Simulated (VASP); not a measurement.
Input of a VASP 6.6.1 run:

Contents of INCAR:

```
SYSTEM = MoP
PREC = Accurate
ENCUT = 500
EDIFF = 1E-6
ISMEAR = 0
SIGMA = 0.1
LREAL = .FALSE.
LASPH = .TRUE.
NELM = 120
ALGO = Normal
ISIF = 2
LWAVE = .FALSE.
LCHARG = .FALSE.
GGA = PE
NBANDS = 16
GGA_COMPAT = .FALSE.
```

KPOINTS

```
regular mesh
0
G
  18 18 14
  0 0 0
```

Contents of POSCAR:

```
MoP
1.0
    3.3179345488      0.0000000000      0.0000000000
   -1.6589672744      2.8734156074      0.0000000000
    0.0000000000      0.0000000000      3.2317780159
Mo P
1 1
Direct
    0.0000000000      0.0000000000      0.0000000000
    0.3333333333      0.6666666667      0.5000000000
```

Potentials or basis: VASP PAW PBE potentials, release 64 (Mo_sv, P).

Launch:

```sh
$ cat potpaw_PBE.64/Mo_sv/POTCAR potpaw_PBE.64/P/POTCAR > POTCAR
$ mpirun -np 1 vasp_std > vasp.out
```

Question: What does it give for the pressure?

Answer: -10.9 GPa.

Question: Estimate the band gap on the k mesh.

Answer: Zero (an odd number of electrons rules out a gap without spin polarisation).

Caveat: the cell stands under tension.
